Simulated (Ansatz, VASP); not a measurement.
One calculation of LiH, two programs

```xyz
2
Lattice="2.4770 -0.0554 -0.0554 -0.0554 2.4770 -0.0554 -0.0554 -0.0554 2.4770" Properties=species:S:1:pos:R:3 pbc="T T T"
Li    0.0000    0.0000    0.0000
H     1.1831    1.1831    1.1831
```

Change from the starting cell: epitaxial_111 strain +1.2%.

Alike in both runs: task single point; functional PBE; k mesh 10 × 10 × 10; occupations fermi-dirac, width 0.02 eV; no spin polarisation.

|  | VASP | Ansatz |
| --- | --- | --- |
| version | VASP 6.6.1 | Ansatz 0.2.0 |
| potentials or method | VASP PAW PBE potentials, release 64 (Li_sv, H) | plane waves, PAW |
| plane-wave cutoff (eV) | 520 | 420 |
| valence electrons in the cell | 4 | 4 |

|  | VASP | Ansatz | Ansatz less VASP |
| --- | --- | --- | --- |
| gap on the k mesh at the Fermi level (eV) | 0.86 | 0.83 | -0.025 |

The functional is the same, so the differences come from potentials, cutoffs and numerics.

Noted on VASP's run: the cutoff is under 1.25 times that of the potentials, so the pressure is a little rough.
